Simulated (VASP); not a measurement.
A run of VASP 6.6.1 is set up as follows.

File INCAR:

```
SYSTEM = HfC
PREC     = Accurate       ! precision mode
ENCUT    = 520            ! plane-wave cutoff, eV
EDIFF    = 1E-7           ! SCF threshold, eV
ISMEAR   = -1             ! smearing method
SIGMA    = 0.05           ! smearing width, eV
LREAL    = .False.        ! projectors in reciprocal space
LASPH    = .True.         ! aspherical terms in the spheres
NELM     = 60             ! most SCF steps
ALGO     = Normal         ! electronic algorithm
ISIF     = 2              ! what is computed and relaxed
LWAVE    = .False.        ! write WAVECAR
LCHARG   = .True.         ! write CHGCAR
GGA      = PE             ! functional
LELF     = .True.         ! ELF
LVHAR    = .True.       
NBANDS   = 22             ! bands
```

KPOINTS

```
Automatic mesh
0
Gamma
  10 10 6
  0 0 0
```

The input POSCAR:

```
HfC
1.0
    3.2662232349      0.0000000000      0.0000000000
   -1.6331116174      2.8286322958      0.0000000000
    0.0000000000      0.0000000000      5.7665186884
Hf C
2 2
Direct
    0.0000000000      0.0000000000      0.0000000000
    0.0000000000      0.0000000000      0.5000000000
    0.3333333333      0.6666666667      0.2500000000
    0.6666666667      0.3333333333      0.7500000000
```

Potentials or basis: VASP PAW PBE potentials, release 64 (Hf_pv, C).

Run with:

```sh
$ cat potpaw_PBE.64/Hf_pv/POTCAR potpaw_PBE.64/C/POTCAR > POTCAR
$ mpirun -np 1 vasp_std > vasp.out
```

**Question.** Predict the pressure.

**Answer.** -0.8 GPa.

**Question.** What does it give for the band gap on the k mesh?

**Answer.** Zero (band 14 reaches 6.77 eV, above the bottom of band 15 at 5.22 eV).

Stress tensor (GPa, compression positive):
```
-0.65  0.00  0.00
 0.00 -0.65  0.00
 0.00  0.00 -0.99
```

Caveat: spin-orbit coupling is left out, which moves the levels of the heavy elements.
